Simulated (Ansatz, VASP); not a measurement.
## C: VASP beside Ansatz

INCAR

```
SYSTEM = C
ALGO     = Normal         ! electronic algorithm
EDIFF    = 1E-6           ! SCF threshold, eV
EDIFFG   = -0.002         ! ionic threshold
ENCUT    = 520            ! plane-wave cutoff, eV
GGA      = PS             ! functional
IBRION   = 2              ! ionic algorithm
ISIF     = 2              ! what is computed and relaxed
ISMEAR   = 0              ! smearing method
LASPH    = .TRUE.         ! aspherical terms in the spheres
LCHARG   = .FALSE.        ! write CHGCAR
LREAL    = .FALSE.        ! projectors in reciprocal space
LWAVE    = .FALSE.        ! write WAVECAR
NELM     = 60             ! most SCF steps
NSW      = 60             ! ionic steps
PREC     = Accurate       ! precision mode
SIGMA    = 0.02           ! smearing width, eV
```

KPOINTS

```
k-points
0
G
  9 9 6
  0 0 0
```

The input POSCAR:

```
C
1.0
    2.5049743424      0.0000000000      0.0000000000
   -1.2524871712      2.1693714164      0.0000000000
    0.0000000000      0.0000000000      4.1189829190
C
4
Direct
    0.3333333333      0.6666666667     -0.0002008248
    0.6666666667      0.3333333333      0.4997991752
    0.3333333333      0.6666666667      0.3742008248
    0.6666666667      0.3333333333      0.8742008248
```

Input for Ansatz:

```yaml
crystal:
  lattice:
    - [2.5049743424, 0.0, 0.0]
    - [-1.2524871712, 2.1693714164, 0.0]
    - [0.0, 0.0, 4.118982919]
  atoms:
    - { symbol: C, position: [0.3333333333, 0.6666666667, -0.0002008248] }
    - { symbol: C, position: [0.6666666667, 0.3333333333, 0.4997991752] }
    - { symbol: C, position: [0.3333333333, 0.6666666667, 0.3742008248] }
    - { symbol: C, position: [0.6666666667, 0.3333333333, 0.8742008248] }
basis:
  ecutwfc: 420
kpoints:
  mp_grid: { grid: [9, 9, 6] }
hamiltonian:
  xc: pbesol
  pseudopotentials: { kind: paw, azcp: { folder: soft_1 } }
scf:
  occupations: { method: gaussian, width: 0.02 }
output:
  forces: true
  stress: true
  eigenvalues: true
relax:
  adjacent_minimum: "off"
  f_tol: 0.002
  max_steps: 40
```

Change from the starting cell: strained cell.

Alike in both runs: task relaxation of the atoms; functional PBEsol; k mesh 9 × 9 × 6; occupations gaussian, width 0.02 eV; no spin polarisation.

|  | VASP | Ansatz |
| --- | --- | --- |
| version | VASP 6.6.1 | Ansatz 0.2.0 |
| potentials or method | VASP PAW PBE potentials, release 64 (C), cutoff 520 eV | scalar-relativistic, plane waves, PAW |
| valence electrons in the cell | 16 | 16 |

|  | VASP | Ansatz | Ansatz less VASP |
| --- | --- | --- | --- |
| gap on the k mesh at the Fermi level, each at its own relaxed structure (eV) | 3.05 | 3.07 | +0.019 |

VASP's potentials were made for PBE, not for PBEsol, and Ansatz warns of the same on its side. Ansatz's warnings: stress scf threshold loose.
